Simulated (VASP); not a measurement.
Here is a VASP 6.6.1 calculation.

File INCAR:

```
SYSTEM = CO2
  ALGO = Normal
  EDIFF = 1E-6
  ENCUT = 520
  GGA = PE
  ISIF = 2
  ISMEAR = 0
  IVDW = 12
  LASPH = .True.
  LCHARG = .False.
  LREAL = .False.
  LWAVE = .False.
  NBANDS = 25
  NELM = 80
  PREC = Accurate
  SIGMA = 0.1
```

Contents of KPOINTS:

```
k-points
0
Gamma
  6 6 4
  0 0 0
```

The input POSCAR:

```
CO2
1.0
    2.3923934174     -2.1835382210      0.0000000000
    2.3923934174      2.1835382210      0.0000000000
    0.0000000000      0.0000000000      6.0542720922
C O
2 4
Direct
    0.0000000000      0.0000000000      0.0000000000
    0.5000000000      0.5000000000      0.5000000000
    0.7861926494      0.2138073506      0.8852321836
    0.2138073506      0.7861926494      0.1147678164
    0.7138073506      0.2861926494      0.3852321836
    0.2861926494      0.7138073506      0.6147678164
```

Potentials or basis: VASP PAW PBE potentials, release 64 (C, O).

The run is started by

```console
$ cat potpaw_PBE.64/C/POTCAR potpaw_PBE.64/O/POTCAR > POTCAR
$ mpirun -np 1 vasp_std > vasp.out
```

Task: Estimate the band gap on the k mesh.

Result: 6.20 eV (least direct gap 7.17 eV).

Task: Predict the dispersion energy per atom.

Result: -0.103 eV.

Task: Predict the pressure.

Result: 11.0 GPa.

Stress tensor (GPa, compression positive):
```
 8.49  0.00  0.00
 0.00 13.41  0.00
 0.00  0.00 11.18
```

Caveat: the cell stands under pressure. A k mesh can miss the band edges.
